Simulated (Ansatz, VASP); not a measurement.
**One calculation of ZnS, two programs**

```xyz
2
Lattice="0.0000 2.6956 2.6956 2.6956 0.0000 2.6956 2.6956 2.6956 0.0000" Properties=species:S:1:pos:R:3 pbc="T T T"
Zn    0.0000    0.0000    0.0000
S     4.0434    4.0434    4.0434
```

Change from the starting cell: volume scaled by 0.99, crystal datasets.

Alike in both runs: task electric field gradients; functional PBEsol; k mesh 9 × 9 × 9; occupations fermi-dirac, width 0.01 eV; no spin polarisation.

|  | VASP | Ansatz |
| --- | --- | --- |
| version | VASP 6.6.1 | Ansatz 0.2.0 |
| potentials or method | VASP PAW PBE potentials, release 64 (Zn, S), cutoff 520 eV | all-electron PAW with datasets made for the crystal, scalar-relativistic |

VASP gave:

- gap on the k mesh at the Fermi level (eV): 2.01
- pressure (GPa): -1.3

Which values does Ansatz return?

gap on the k mesh at the Fermi level (eV): 2.01; pressure (GPa): -1.5.

VASP's potentials were made for PBE, not for PBEsol. Ansatz ran all-electron here, and VASP with PAW potentials.
